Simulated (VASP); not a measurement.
# Hg: single point with PBE

The system is Hg, a slab with vacuum.

```
CELL_PARAMETERS angstrom
3.43735 0.00000 0.00000
-1.54745 3.06933 0.00000
0.00000 0.00000 25.78097
ATOMIC_POSITIONS crystal
Hg 0.50000 0.50000 0.32970
Hg 0.00000 0.00000 0.44323
Hg 0.50000 0.50000 0.55677
Hg 0.00000 0.00000 0.67030
```

| Property | Result |
| --- | --- |
| Program | VASP 6.6.1 |
| Task | single point |
| Functional | PBE |
| Potentials or basis | VASP PAW PBE potentials, release 64 (Hg) |
| Cutoff | 400 eV |
| k mesh | 19 × 19 × 1 |
| Occupations | gaussian, width 0.1 eV |
| Spin | no spin polarisation |

```
Largest force          : 0.030 eV/Å
Band gap on the k mesh : zero (bands 24 and 25 overlap by 0.14 eV)
```

Forces in eV/Å, atoms in the order of the input:
```
Hg   0.000  0.000 -0.022
Hg   0.000  0.000  0.030
Hg   0.000  0.000 -0.030
Hg   0.000  0.000  0.022
```

Levels at points of the mesh, in eV from the Fermi level:
```csv
k point,band 21,band 22,band 23,band 24,band 25,band 26,band 27,band 28
"(0.00, 0.00, 0.00)",-5.77,-5.64,-4.78,-3.29,-0.06,1.84,3.59,4.39
```

Wall time 5.9 min on 1 thread of Intel(R) Xeon(R) Platinum 8259CL CPU @ 2.50GHz (Skylake/Cascade Lake) (shared host), peak memory 0.57 GiB.

Caveat: spin-orbit coupling is left out, which moves the levels of the heavy elements.
